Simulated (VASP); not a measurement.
# Al5GaP6 (P1) in VASP: relaxation of cell and atoms with PBE

Aim: the relaxation of cell and atoms of Al5GaP6 with PBE.

Program: VASP 6.6.1. These are calculated values, not measurements. Logs are shortened: lines on timing, memory, paths and dates and some standing lists are left out, and cuts for length are marked.

## (1) The cell of the first run

The typed cell holds 12 atoms: a = 3.822 Å, b = 3.906 Å, c = 16.594 Å, α = 89.30°, β = 90.52°, γ = 90.55°.

## (2) Relaxation of cell and atoms, PBE

The input, INCAR:

```
PREC = Accurate
ENCUT = 600
EDIFF = 1E-6
ISMEAR = 0
SIGMA = 0.1
LREAL = F
LASPH = T
NELM = 100
ALGO = Normal
ISIF = 3
LWAVE = F
LCHARG = F
GGA = PE
IBRION = 2
NSW = 80
EDIFFG = -0.025
```

The input, KPOINTS:

```
Automatic mesh
0
Gamma
  4 4 1
```

The input, POSCAR:

```
Al5GaP6
1.0
    3.8221518805     -0.0183382496     -0.0175732023
   -0.0183382496      3.9062683090      0.0238556542
   -0.0745356028      0.1011822169     16.5938464579
Al Ga P
5 1 6
Direct
    0.4973169416      0.5001903992      0.8336590394
   -0.0161675553      0.0246353357      0.6675074031
    0.5009328536      0.4828806012      0.4913339685
    0.0040445360     -0.0114145665      0.3349287281
    0.5183464575      0.4996071957      0.1609549702
    0.0151096334     -0.0277710043      0.0104554296
    0.5290049924      0.0010347411      0.7499966921
    0.0153578477      0.4887396462      0.5741617440
    0.5134372919     -0.0304134259      0.4142473982
    0.0185290260      0.5081284080      0.2595995864
    0.4450542832      0.0130642367      0.0781227285
   -0.0409663081      0.5513184327      0.9250323117
```

Potentials or basis: VASP PAW PBE potentials, release 64 (Al, Ga_d, P).

Started as:

```
$ cat potpaw_PBE.64/Al/POTCAR potpaw_PBE.64/Ga_d/POTCAR potpaw_PBE.64/P/POTCAR > POTCAR
$ mpirun -np 1 vasp_std > vasp.out
```

OUTCAR:

```text
PREC = Accurate
   ENCUT = 600
   EDIFF = 1E-6
   ISMEAR = 0
   LREAL = F
   LASPH = T
   NELM = 100
   ISIF = 3
   GGA = PE
   IBRION = 2
   NSW = 80
   EDIFFG = -0.025

 ion  position               nearest neighbor table
   1  0.497  0.500  0.834-  12 2.32   7 2.39   7 2.41  12 2.58
   2  0.984  0.025  0.668-   7 2.22   8 2.37   7 2.48   8 2.62
   3  0.501  0.483  0.491-   9 2.28   8 2.32   8 2.39   9 2.39
   4  0.004  0.989  0.335-  10 2.27   9 2.30   9 2.34  10 2.37
   5  0.518  0.500  0.161-  11 2.37  11 2.43  10 2.51  10 2.53
   6  0.015  0.972  0.010-  11 1.99  12 2.19  11 2.47  12 2.66
   7  0.529  0.001  0.750-   2 2.22   1 2.39   1 2.41   2 2.48
   8  0.015  0.489  0.574-   3 2.32   2 2.37   3 2.39   2 2.62
   9  0.513  0.970  0.414-   3 2.28   4 2.30   4 2.34   3 2.39
  10  0.019  0.508  0.260-   4 2.27   4 2.37   5 2.51   5 2.53
  11  0.445  0.013  0.078-   6 1.99   5 2.37   5 2.43   6 2.47
  12  0.959  0.551  0.925-   6 2.19   1 2.32   1 2.58   6 2.66

  LATTYP: Found a triclinic cell.
 ALAT       =     3.9063841958
 B/A-ratio  =     1.3923906864
 C/A-ratio  =     4.2480005807
 COS(alpha) =     0.0023722552
 COS(beta)  =     0.0122249671
 COS(gamma) =     0.7114993229

  Lattice vectors:

 A1 = (   0.0183382496,  -3.9062683090,  -0.0238556542)
 A2 = (  -3.8038136309,  -3.8879300594,  -0.0062824519)
 A3 = (   0.0745356028,  -0.1011822169, -16.5938464579)

Analysis of symmetry for initial positions (statically):
=====================================================================
 Subroutine PRICEL returns:
 Original cell was already a primitive cell.

 Routine SETGRP: Setting up the symmetry group for a
 triclinic supercell.

 Subroutine GETGRP returns: Found  1 space group operations
 (whereof  1 operations were pure point group operations)
 out of a pool of  2 trial point group operations.

The static configuration has the point symmetry C_1 .

Analysis of symmetry for dynamics (positions and initial velocities):
=====================================================================
 Subroutine PRICEL returns:
 Original cell was already a primitive cell.

 Routine SETGRP: Setting up the symmetry group for a
 triclinic supercell.

 Subroutine GETGRP returns: Found  1 space group operations
 (whereof  1 operations were pure point group operations)
 out of a pool of  2 trial point group operations.

The dynamic configuration has the point symmetry C_1 .

 Subroutine INISYM returns: Found  1 space group operations
 (whereof  1 operations are pure point group operations),
 and found     1 'primitive' translations

----------------------------------------------------------------------------------------

                                     Primitive cell

  volume of cell :     247.7321

  direct lattice vectors                    reciprocal lattice vectors
     3.822151880 -0.018338250 -0.017573202     0.261643950  0.001221174  0.001167796
    -0.018338250  3.906268309  0.023855654     0.001221174  0.256014033 -0.001555579
    -0.074535603  0.101182217 16.593846458     0.000275330 -0.000366758  0.060266776

  length of vectors
     3.822236270  3.906384196 16.594322332     0.261649406  0.256021671  0.060268521

  position of ions in fractional coordinates (direct lattice)
     0.497316942  0.500190399  0.833659039
     0.983832445  0.024635336  0.667507403
     0.500932854  0.482880601  0.491333969
     0.004044536  0.988585433  0.334928728
     0.518346458  0.499607196  0.160954970
     0.015109633  0.972228996  0.010455430
     0.529004992  0.001034741  0.749996692
     0.015357848  0.488739646  0.574161744
     0.513437292  0.969586574  0.414247398
     0.018529026  0.508128408  0.259599586
     0.445054283  0.013064237  0.078122728
     0.959033692  0.551318433  0.925032312

  ion indices of the primitive-cell ions
   primitive index   ion index
                 1           1
                 2           2
                 3           3
                 4           4
                 5           5
                 6           6
                 7           7
                 8           8
                 9           9
                10          10
                11          11
                12          12

----------------------------------------------------------------------------------------

 KPOINTS: Automatic mesh

Automatic generation of k-mesh.
 Grid dimensions read from file:
 generate k-points for:    4    4    1

 Generating k-lattice:

  Cartesian coordinates                     Fractional coordinates (reciprocal lattice)
     0.065410988  0.000305294  0.000291949     0.250000000  0.000000000  0.000000000
     0.000305294  0.064003508 -0.000388895     0.000000000  0.250000000  0.000000000
     0.000275330 -0.000366758  0.060266776     0.000000000 -0.000000000  1.000000000

  Length of vectors
     0.065412352  0.064005418  0.060268521

  Shift w.r.t. Gamma in fractional coordinates (k-lattice)
     0.000000000  0.000000000  0.000000000

 Subroutine IBZKPT returns following result:
 ===========================================

 Found     10 irreducible k-points:

 Following reciprocal coordinates:
            Coordinates               Weight
  0.000000  0.000000  0.000000      1.000000
  0.250000 -0.000000  0.000000      2.000000
  0.500000 -0.000000  0.000000      1.000000
 -0.000000  0.250000 -0.000000      2.000000
  0.250000  0.250000 -0.000000      2.000000
  0.500000  0.250000  0.000000      2.000000
 -0.250000  0.250000  0.000000      2.000000
 -0.000000  0.500000 -0.000000      1.000000
  0.250000  0.500000 -0.000000      2.000000
  0.500000  0.500000 -0.000000      1.000000
   k-points           NKPTS =     10   k-points in BZ     NKDIM =     10   number of bands    NBANDS=     36
   number of dos      NEDOS =    301   number of ions     NIONS =     12
   total plane-waves  NPLWV = 143360
   dimension x,y,z NGX =    32 NGY =   32 NGZ =  140
   dimension x,y,z NGXF=    64 NGYF=   64 NGZF=  280
   ions per type =               5   1   6
   NGX,Y,Z   is equivalent  to a cutoff of  13.92, 13.62, 14.03 a.u.
   NGXF,Y,Z  is equivalent  to a cutoff of  27.84, 27.24, 28.05 a.u.
 SYSTEM =  unknown system
   PREC   = accura    normal or accurate (medium, high low for compatibility)
   ISTART =      0    job   : 0-new  1-cont  2-samecut
   ICHARG =      2    charge: 1-file 2-atom 10-const
   ISPIN  =      1    spin polarized calculation?
   LNONCOLLINEAR =      F non collinear calculations
   LSORBIT =      F    spin-orbit coupling
   LASPH  =      T    aspherical Exc in radial PAW
   ENCUT  =  600.0 eV  44.10 Ry    6.64 a.u.   7.63  7.80 33.14*2*pi/ulx,y,z
   NELM   =    100;   NELMIN=  2; NELMDL= -5     # of ELM steps
   EDIFF  = 0.1E-05   stopping-criterion for ELM
   LREAL  =      F    real-space projection
   EDIFFG = -.3E-01   stopping-criterion for IOM
   NSW    =     80    number of steps for IOM
   IBRION =      2    ionic relax: 0-MD 1-quasi-New 2-CG
   NFREE  =      1    steps in history (QN), initial steepest desc. (CG)
   ISIF   =      3    stress and relaxation
   ISYM   =      2    0-nonsym 1-usesym 2-fastsym
   POTIM  = 0.5000    time-step for ionic-motion
   TEBEG  =    0.0;   TEEND  =   0.0 temperature during run
   PSTRESS=    0.0 pullay stress
   NELECT =      58.0000    total number of electrons
   NUPDOWN=      -1.0000    fix difference up-down
   EMIN   =  10.00;   EMAX   =-10.00  energy-range for DOS
   EFERMI =   0.00;   METHOD = LEGACY
   ISMEAR =     0;   SIGMA  =   0.10  broadening in eV -4-tet -1-fermi 0-gaus
   EFERMI_NEDOS =   21; number of points for ismear=-14 and -15
   IALGO  =     38    algorithm
   IMIX   =      4    mixing-type and parameters
     AMIX     =   0.40;   BMIX     =  1.00
     AMIX_MAG =   1.60;   BMIX_MAG =  1.00
  volume/ion in A,a.u.               =      20.64       139.31
  Fermi-wavevector in a.u.,A,eV,Ry     =   1.008997  1.906729 13.851763  1.018076
  Thomas-Fermi vector in A             =   2.141899
   LORBIT       =      0    0 simple, 1 ext, 2 COOP (PROOUT), +10 PAW based schemes
   GGA     = PE    functional components
   LHFCALC =     F    Hartree Fock is set to
   AEXX    =    0.0000 exact exchange contribution
   IVDW    =     0    specifies the selected vdW correction
   LEPSILON=     F    determine dielectric tensor
   LRPA    =     F    only Hartree local field effects (RPA)
 conjugate gradient relaxation of ions
 non-spin polarized calculation
 Gauss-broadening in eV      SIGMA  =   0.10
  energy-cutoff  :      600.00
  volume of cell :      247.73
 maximum number of plane-waves:      8318
 NGX is ok and might be reduce to    32
   NGX = 15   NGY = 15   NGZ = 67

--------------------------------------- Ionic step        1  -------------------------------------------

 number of electron      58.0000006 magnetization

 Free energy of the ion-electron system (eV)
  ---------------------------------------------------
  ext. energy  EPLUGINS =         0.00000000
  ---------------------------------------------------
  free energy    TOTEN  =       -58.50637497 eV

  energy without entropy =      -58.50637497  energy(sigma->0) =      -58.50637497

------------------------ aborting loop because EDIFF is reached ----------------------------------------

  FORCE on cell =-STRESS in cart. coord.  units (eV):
  Direction    XX          YY          ZZ          XY          YZ          ZX
  --------------------------------------------------------------------------------------
  -------------------------------------------------------------------------------------
  Total       10.5216491      2.1056227      3.3747875      1.8003026      0.8427539      4.0558328
  in kB       68.0474931     13.6178604     21.8260302     11.6432393      5.4504091     26.2306082
  external PRESSURE =      34.4971279 kB  Pullay stress =       0.0000000 kB
[... 119 lines left out ...]
  FREE ENERGIE OF THE ION-ELECTRON SYSTEM (eV)
  ---------------------------------------------------
  free  energy   TOTEN  =       -60.2598537241 eV

  energy  without entropy=      -60.2598537241  energy(sigma->0) =      -60.25985372

[... ionic steps 4 to 21 ...]

--------------------------------------- Ionic step       22  -------------------------------------------

 number of electron      57.9999996 magnetization

------------------------ aborting loop because EDIFF is reached ----------------------------------------

  FORCE on cell =-STRESS in cart. coord.  units (eV):
  Direction    XX          YY          ZZ          XY          YZ          ZX
  --------------------------------------------------------------------------------------
  -------------------------------------------------------------------------------------
  Total       -0.0346015     -0.0205734     -0.0139388      0.0064757      0.0328312     -0.0465433
  in kB       -0.2210677     -0.1314428     -0.0890545      0.0413728      0.2097578     -0.2973637
  external PRESSURE =      -0.1471883 kB  Pullay stress =       0.0000000 kB
[... 77 lines left out ...]
  energy  without entropy=      -60.8070295804  energy(sigma->0) =      -60.80702958

--------------------------------------- Ionic step       24  -------------------------------------------

 number of electron      57.9999994 magnetization

 Free energy of the ion-electron system (eV)
  ---------------------------------------------------
  ext. energy  EPLUGINS =         0.00000000
  ---------------------------------------------------
  free energy    TOTEN  =       -60.80718486 eV

  energy without entropy =      -60.80718486  energy(sigma->0) =      -60.80718486

 E-fermi :   4.8245     XC(G=0):  -9.1985

 val. band max:        4.3799962430   @ k =   0.0000   0.0000   0.0000
 cond. band min:       5.9369208010   @ k =   0.0000   0.0000   0.0000
 fundamental gap:      1.5569245580
 Fermi energy:         4.8244698917

 k-point     1 :       0.0000    0.0000    0.0000
  band No.  band energies     occupation
      1      -9.8523      2.00000
      2      -9.7775      2.00000
      3      -9.7774      2.00000
      4      -9.7343      2.00000
      5      -9.7009      2.00000
      6      -7.1861      2.00000
[... 418 lines left out ...]
  FREE ENERGIE OF THE ION-ELECTRON SYSTEM (eV)
  ---------------------------------------------------
  free  energy   TOTEN  =       -60.8071848582 eV

  energy  without entropy=      -60.8071848582  energy(sigma->0) =      -60.80718486

 reached required accuracy - stopping structural energy minimisation
```

Wall time 13 min (1 thread of Intel Xeon 6975P-C (Granite Rapids), shared host); peak memory 0.45 GiB.

Results:

* Free energy: -60.8072 eV
* Relaxed volume: 20.89 Å³/atom
* Relaxed cell: a = 3.912 Å, b = 3.911 Å, c = 16.388 Å, α = 90.02°, β = 90.00°, γ = 90.01°
* Space group after relaxing (to 0.05 Å): P-4m2 (No. 115)
* Energy gained by relaxing: 191.7 meV/atom
* Ionic steps: 24
* Pressure after relaxing: 0.0 GPa
* Largest force after relaxing: 0.017 eV/Å
* Band gap on the k mesh: 1.56 eV, direct

Forces on the atoms (eV/Å):
```
Al   0.003  0.000 -0.005
Al  -0.002  0.003  0.001
Al  -0.004 -0.002 -0.004
Al  -0.004 -0.002  0.003
Al  -0.002  0.001 -0.005
Ga   0.001 -0.017  0.003
P    0.009 -0.002 -0.004
P   -0.002  0.002  0.007
P   -0.004  0.001  0.001
P    0.009  0.005 -0.002
P   -0.002  0.002  0.002
P   -0.002  0.009  0.003
```

The path:
```csv
step,energy change (eV),largest force (eV/Å),pressure (GPa),volume (Å³)
1,0.0000,6.6314,3.45,247.73
2,-1.6479,1.5197,-3.00,263.85
3,-1.7535,1.8818,-1.94,258.92
4,-2.1774,0.6052,-0.10,251.34
5,-2.1874,0.5579,0.35,250.00
6,-2.2421,0.3275,-0.01,250.78
7,-2.2445,0.3081,-0.10,250.99
8,-2.2613,0.1962,-0.01,250.70
9,-2.2659,0.2907,0.08,250.44
10,-2.2788,0.1956,0.02,250.65
11,-2.2818,0.1903,-0.02,250.80
12,-2.2917,0.1341,-0.03,250.79
13,-2.2936,0.1601,-0.02,250.78
14,-2.2974,0.0617,0.03,250.62
15,-2.2974,0.0616,0.03,250.62
16,-2.2983,0.0506,-0.04,250.82
17,-2.2983,0.0480,-0.03,250.80
18,-2.2989,0.0435,0.02,250.67
19,-2.2990,0.0563,0.04,250.59
20,-2.2995,0.0388,0.00,250.70
21,-2.3000,0.0527,-0.09,250.95
22,-2.3004,0.0444,-0.01,250.77
23,-2.3007,0.0370,0.06,250.54
24,-2.3008,0.0171,0.00,250.70
```

Final structure:
```
CELL_PARAMETERS angstrom
3.91152 -0.00029 -0.00044
-0.00017 3.91084 -0.00089
0.00141 -0.00122 16.38845
ATOMIC_POSITIONS crystal
Al 0.49950 0.50024 0.83331
Al 0.99965 0.99959 0.66667
Al 0.50080 0.49988 0.49999
Al 0.00082 0.99970 0.33331
Al 0.49960 0.49985 0.16676
Ga 0.99974 0.00116 0.99999
P 0.49944 0.00011 0.75004
P 0.00063 0.49955 0.58328
P 0.50084 0.99976 0.41665
P 0.99958 0.49960 0.25000
P 0.49981 0.99992 0.08387
P 0.99960 0.50062 0.91611
```

Levels at points of the mesh, in eV from the valence-band top:
```tsv
k point	band 27	band 28	band 29	band 30	band 31	band 32
(0.00, 0.00, 0.00)	-0.04	-0.04	0.00	1.56	1.94	2.20
(0.50, 0.00, 0.00)	-0.93	-0.90	-0.81	2.52	3.02	3.03
(0.00, 0.50, 0.00)	-0.93	-0.91	-0.81	2.51	3.02	3.02
(0.50, 0.50, 0.00)	-2.14	-2.14	-2.13	1.62	1.62	2.17
```

A k mesh can miss the band edges. A hybrid or GW would open this gap; PBE tends to underestimate it.
